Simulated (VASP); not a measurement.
Write the native input for VASP 6.6.1 that does the following.

| Quantity | Value |
| --- | --- |
| Task | single point |
| Functional | PBE |
| Potentials or basis | VASP PAW PBE potentials, release 64 (Ag, O) |
| Cutoff | 600 eV |
| k mesh | 6 × 6 × 6 |
| Occupations | gaussian, width 0.01 eV |
| Spin | no spin polarisation |
| Dipole correction | no |
| Further INCAR settings | ALGO = Normal; EDIFF = 1e-06; NBANDS = 37 |

The structure of Ag2O lies in POSCAR:

```
Ag2O
1.0
    4.7180000000      0.0000000000      0.0000000000
    0.0000000000      4.7180000000      0.0000000000
    0.0000000000      0.0000000000      4.7180000000
Ag O
4 2
Direct
    0.2500000000      0.2500000000      0.2500000000
    0.2500000000      0.7500000000      0.7500000000
    0.7500000000      0.7500000000      0.2500000000
    0.7500000000      0.2500000000      0.7500000000
    0.0000000000      0.0000000000      0.0000000000
    0.5000000000      0.5000000000      0.5000000000
```

One way to write it, as run:

INCAR

```
SYSTEM = Ag2O
PREC = Accurate ; ENCUT = 600
EDIFF = 1E-6 ; ISMEAR = 0
SIGMA = 0.01 ; LREAL = .False.
LASPH = .True. ; NELM = 120
ALGO = Normal ; ISIF = 2
LWAVE = .False. ; LCHARG = .False.
GGA = PE ; NBANDS = 37
GGA_COMPAT = .False.
```

KPOINTS

```
Automatic mesh
0
Gamma
  6 6 6
  0 0 0
```

Potentials or basis: VASP PAW PBE potentials, release 64 (Ag, O).

Run with:

```sh
$ cat potpaw_PBE.64/Ag/POTCAR potpaw_PBE.64/O/POTCAR > POTCAR
$ mpirun -np 1 vasp_std > vasp.out
```

Results of the run:

```json
{"Pressure": "4.7 GPa", "Band gap on the k mesh": "0.04 eV, direct"}
```

It took 76 s on 1 thread of Intel(R) Xeon(R) Platinum 8259CL CPU @ 2.50GHz (Skylake/Cascade Lake), on a shared host, peak memory 0.27 GiB.
